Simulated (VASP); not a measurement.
# Ni2Ge (P6_3/mmc) in VASP: further runs, part 2 of 2

VASP 6.6.1.

## 3. Single point, r2SCAN (equal strain along all axes, cell held: +1.0 %)

POSCAR

```
Ni2Ge
1.0
    4.0179219285      0.0000000000      0.0000000000
   -2.0089609642      3.4796224605      0.0000000000
    0.0000000000      0.0000000000      5.0877493262
Ni Ge
4 2
Direct
    0.6666666667      0.3333333333      0.2500000000
    0.3333333333      0.6666666667      0.7500000000
    0.0000000000      0.0000000000      0.0000000000
    0.0000000000      0.0000000000      0.5000000000
    0.6666666667      0.3333333333      0.7500000000
    0.3333333333      0.6666666667      0.2500000000
```

INCAR.step1

```
SYSTEM = Ni2Ge
PREC = Accurate
ENCUT = 520
ISMEAR = 0
SIGMA = 0.1
LREAL = .False.
LASPH = .True.
NELM = 80
NBANDS = 43
GGA = PE
ALGO = Normal
EDIFF = 1E-4
LWAVE = .True.
LCHARG = .False.
```

INCAR.step2

```
SYSTEM = Ni2Ge
PREC = Accurate
ENCUT = 520
EDIFF = 1E-6
ISMEAR = 0
SIGMA = 0.1
LREAL = .False.
LASPH = .True.
NELM = 80
ALGO = Normal
ISIF = 2
LWAVE = .False.
LCHARG = .False.
METAGGA = R2SCAN
LMIXTAU = .True.
NBANDS = 43
ISTART = 1
```

KPOINTS

```
Automatic mesh
0
Gamma
  12 12 8
  0 0 0
```

Potentials or basis: VASP PAW PBE potentials, release 64 (Ni, Ge_d).

Launch:

```console
$ cat potpaw_PBE.64/Ni/POTCAR potpaw_PBE.64/Ge_d/POTCAR > POTCAR
$ cp INCAR.step1 INCAR
$ mpirun -np 1 vasp_std > vasp.out
$ cp INCAR.step2 INCAR
$ mpirun -np 1 vasp_std > vasp.out
```

OUTCAR:

```text
SYSTEM = Ni2Ge
   PREC = Accurate
   ENCUT = 520
   EDIFF = 1E-6
   ISMEAR = 0
   LREAL = .False.
   LASPH = .True.
   NELM = 80
   ISIF = 2
   METAGGA = R2SCAN
   ISTART = 1

 ion  position               nearest neighbor table
   1  0.667  0.333  0.250-   6 2.32   6 2.32   6 2.32   5 2.54   5 2.54   3 2.65   4 2.65   3 2.65
                             4 2.65   3 2.65   4 2.65
   2  0.333  0.667  0.750-   5 2.32   5 2.32   5 2.32   6 2.54   6 2.54   3 2.65   4 2.65   4 2.65
                             3 2.65   4 2.65   3 2.65
   3  0.000  0.000  0.000-   4 2.54   4 2.54   1 2.65   5 2.65   6 2.65   2 2.65   2 2.65   6 2.65
                             1 2.65   5 2.65   1 2.65   5 2.65   2 2.65   6 2.65
   4  0.000  0.000  0.500-   3 2.54   3 2.54   1 2.65   5 2.65   6 2.65   2 2.65   2 2.65   6 2.65
                             1 2.65   5 2.65   1 2.65   5 2.65   2 2.65   6 2.65
   5  0.667  0.333  0.750-   2 2.32   2 2.32   2 2.32   1 2.54   1 2.54   3 2.65   4 2.65   3 2.65
                             4 2.65   3 2.65   4 2.65
   6  0.333  0.667  0.250-   1 2.32   1 2.32   1 2.32   2 2.54   2 2.54   3 2.65   4 2.65   4 2.65
                             3 2.65   4 2.65   3 2.65

  LATTYP: Found a hexagonal cell.
 ALAT       =     4.0179219285
 C/A-ratio  =     1.2662638590

[... 190 lines left out ...]

 E-fermi :   9.7421     XC(G=0): -14.3624

 val. band max:        9.7381306406   @ k =   0.2500   0.0000   0.3750
 cond. band min:       9.7504278314   @ k =   0.3333   0.2500   0.3750
 fundamental gap:      0.0122971908
 Fermi energy:         9.7421366889

 k-point     1 :       0.0000    0.0000    0.0000
  band No.  band energies     occupation
      1     -15.8249      2.00000
      2     -15.8159      2.00000
      3     -15.7939      2.00000
      4     -15.7938      2.00000
      5     -15.7629      2.00000
      6     -15.7629      2.00000
[... 1093 lines left out ...]
     42      17.4948      0.00000
     43      18.6039      0.00000

 [... further k-points ...]
[... 5 lines left out ...]
  --------------------------------------------------------------------------------------
  -------------------------------------------------------------------------------------
  Total       -2.4787129     -2.4787129     -2.1367359     -0.0000000      0.0000000      0.0000000
  in kB      -55.8312676    -55.8312676    -48.1284755     -0.0000000      0.0000000      0.0000000
  external PRESSURE =     -53.2636702 kB  Pullay stress =       0.0000000 kB

 VOLUME and BASIS-vectors are now :
 -----------------------------------------------------------------------------
  energy-cutoff  :      520.00
  volume of cell :       71.13
      direct lattice vectors                 reciprocal lattice vectors
     4.017921928  0.000000000  0.000000000     0.248884876  0.143693750  0.000000000
    -2.008960964  3.479622460  0.000000000     0.000000000  0.287387500  0.000000000
     0.000000000  0.000000000  5.087749326     0.000000000  0.000000000  0.196550564

 POSITION                                       TOTAL-FORCE (eV/Angst)
 -----------------------------------------------------------------------------------
      2.00896      1.15987      1.27194        -0.000000     -0.000000      0.000000
     -0.00000      2.31975      3.81581         0.000000      0.000000      0.000000
      0.00000      0.00000      0.00000         0.000000      0.000000      0.000000
      0.00000      0.00000      2.54387         0.000000      0.000000      0.000000
      2.00896      1.15987      3.81581        -0.000000     -0.000000      0.000000
     -0.00000      2.31975      1.27194         0.000000      0.000000      0.000000
 -----------------------------------------------------------------------------------
    total drift:                               -0.000000     -0.000000      0.000000

  FREE ENERGIE OF THE ION-ELECTRON SYSTEM (eV)
  ---------------------------------------------------
  free  energy   TOTEN  =       -76.9954881106 eV

  energy  without entropy=      -76.9764048267  energy(sigma->0) =      -76.98594647
```

OSZICAR.step1:

```text
N       E                     dE             d eps       ncg     rms          rms(c)
DAV:   1     0.602083974796E+03    0.60208E+03   -0.29479E+04  9364   0.384E+03
DAV:   2     0.680564589063E+02   -0.53403E+03   -0.51061E+03  8170   0.734E+02
DAV:   3    -0.308759323826E+02   -0.98932E+02   -0.95308E+02  8197   0.224E+02
DAV:   4    -0.361526796062E+02   -0.52767E+01   -0.52361E+01  9166   0.613E+01
DAV:   5    -0.362658704630E+02   -0.11319E+00   -0.11312E+00  9754   0.872E+00    0.191E+01
DAV:   6    -0.371502203143E+02   -0.88435E+00   -0.45771E+01 10155   0.796E+01    0.199E+01
DAV:   7    -0.328604805426E+02    0.42897E+01   -0.14632E+01  9033   0.695E+01    0.915E+00
DAV:   8    -0.329616394993E+02   -0.10116E+00   -0.49711E+00  9533   0.435E+01    0.722E+00
DAV:   9    -0.326167654029E+02    0.34487E+00   -0.10883E+00 10169   0.233E+01    0.178E+00
DAV:  10    -0.325964058894E+02    0.20360E-01   -0.25672E-01  8957   0.527E+00    0.590E-01
DAV:  11    -0.325946029160E+02    0.18030E-02   -0.24275E-02  9182   0.181E+00    0.233E-01
DAV:  12    -0.325947266772E+02   -0.12376E-03   -0.24854E-03  8125   0.818E-01    0.124E-01
DAV:  13    -0.325946437286E+02    0.82949E-04   -0.65797E-04  8028   0.462E-01
   1 F= -.32594644E+02 E0= -.32584507E+02  d E =-.202735E-01
```

Wall time 8.6 min (1 thread of Intel Xeon 6975P-C (Granite Rapids), shared host); peak memory 0.35 GiB.

What came out:

| Property | Result |
| --- | --- |
| Free energy | -76.9955 eV |
| Pressure | -5.3 GPa |
| Band gap on the k mesh | zero (bands 34 and 35 overlap by 2.95 eV) |

Stress tensor (GPa, compression positive):
```
-5.58  0.00  0.00
 0.00 -5.58  0.00
 0.00  0.00 -4.81
```

Levels at points of the mesh, in eV from the Fermi level:
```csv
k point,band 31,band 32,band 33,band 34,band 35,band 36,band 37,band 38
"(0.00, 0.00, 0.00)",-0.59,-0.59,0.10,2.35,2.72,2.72,2.95,2.95
"(0.50, 0.00, 0.00)",-1.16,-1.15,-0.99,-0.64,-0.54,0.68,1.76,3.15
"(0.00, 0.00, 0.50)",-1.12,-1.12,1.52,1.52,3.26,3.26,3.26,3.26
"(0.50, 0.00, 0.50)",-1.17,-1.17,-0.84,-0.84,0.90,0.90,2.60,2.60
```

Caveat: the cell differs from its parent crystal (equal strain along all axes, cell held: +1.0 %); the cell stands under tension; the PAW data sets were made with another functional, which shifts forces and pressure a little. Spin polarisation is off, so any magnetic state and its effect on volume and gap are missing.

## 4. Single point, r2SCAN (equal strain along all axes, cell held: -3.0 %)

Edit POSCAR of step 3 so:

```diff
@@ -2,5 +2,5 @@
 1.0
-    4.0179219285      0.0000000000      0.0000000000
-   -2.0089609642      3.4796224605      0.0000000000
-    0.0000000000      0.0000000000      5.0877493262
+    3.8587963075      0.0000000000      0.0000000000
+   -1.9293981538      3.3418156304      0.0000000000
+    0.0000000000      0.0000000000      4.8862543034
 Ni Ge
```

INCAR.step1

```
SYSTEM = Ni2Ge
ALGO = Normal
EDIFF = 1E-4
ENCUT = 520
GGA = PE
ISMEAR = 0
LASPH = .TRUE.
LCHARG = .FALSE.
LREAL = .FALSE.
LWAVE = .TRUE.
NBANDS = 43
NELM = 60
PREC = Accurate
SIGMA = 0.1
```

INCAR.step2

```
SYSTEM = Ni2Ge
ALGO = Normal
EDIFF = 1E-6
ENCUT = 520
ISIF = 2
ISMEAR = 0
ISTART = 1
LASPH = .TRUE.
LCHARG = .TRUE.
LELF = .TRUE.
LMIXTAU = .TRUE.
LREAL = .FALSE.
LVHAR = .TRUE.
LWAVE = .FALSE.
METAGGA = R2SCAN
NBANDS = 43
NELM = 60
PREC = Accurate
SIGMA = 0.1
```

KPOINTS

```
k-points
0
G
  12 12 8
  0 0 0
```

Launch:

```console
$ cat potpaw_PBE.64/Ni/POTCAR potpaw_PBE.64/Ge_d/POTCAR > POTCAR
$ cp INCAR.step1 INCAR
$ mpirun -np 1 vasp_std > vasp.out
$ cp INCAR.step2 INCAR
$ mpirun -np 1 vasp_std > vasp.out
```

Run time: 10 min. Hardware: 1 thread of Intel Xeon 6975P-C (Granite Rapids), shared host; peak memory 0.32 GiB.

The run converged. Its results:

* Free energy: -76.6282 eV
* Pressure: 22.9 GPa
* Band gap on the k mesh: zero (bands 34 and 35 overlap by 3.59 eV)

Stress tensor (GPa, compression positive):
```
24.26  0.00  0.00
 0.00 24.26  0.00
 0.00  0.00 20.26
```

Levels at points of the mesh, in eV from the Fermi level:
```csv
k point,band 31,band 32,band 33,band 34,band 35,band 36,band 37,band 38
"(0.00, 0.00, 0.00)",-0.70,-0.70,0.12,2.92,3.07,3.07,3.21,3.21
"(0.50, 0.00, 0.00)",-1.40,-1.36,-1.19,-0.75,-0.63,1.06,1.98,3.63
"(0.00, 0.00, 0.50)",-1.32,-1.32,2.06,2.06,3.67,3.67,3.67,3.67
"(0.50, 0.00, 0.50)",-1.40,-1.40,-0.99,-0.99,1.00,1.00,3.13,3.13
```

Caveat: the cell differs from its parent crystal (equal strain along all axes, cell held: -3.0 %); the cell stands under pressure; the PAW data sets were made with another functional, which shifts forces and pressure a little.

## 5. Summary

```csv
cell,gap on the mesh (eV),pressure (GPa)
"a = 3.978, b = 3.978, c = 5.037 Å, angles 90.0, 90.0, 120.0°, 6 atoms",none,0.2
"a = 4.018, b = 4.018, c = 5.088 Å, angles 90.0, 90.0, 120.0°, 6 atoms",none,-5.3
"a = 3.859, b = 3.859, c = 4.886 Å, angles 90.0, 90.0, 120.0°, 6 atoms",none,22.9
```

Alike in all rows: task single point; level r2SCAN; potentials or basis VASP PAW PBE potentials, release 64 (Ni, Ge_d); no spin polarisation; k mesh 12 × 12 × 8; cutoff (eV) 520; smearing gaussian 0.1 eV.

Caveats: the PAW data sets were made with another functional, which shifts forces and pressure a little; the cell stands under tension (at least some runs); the cell stands under pressure (at least some runs).

Absolute energies hang on the potentials; compare differences alone.
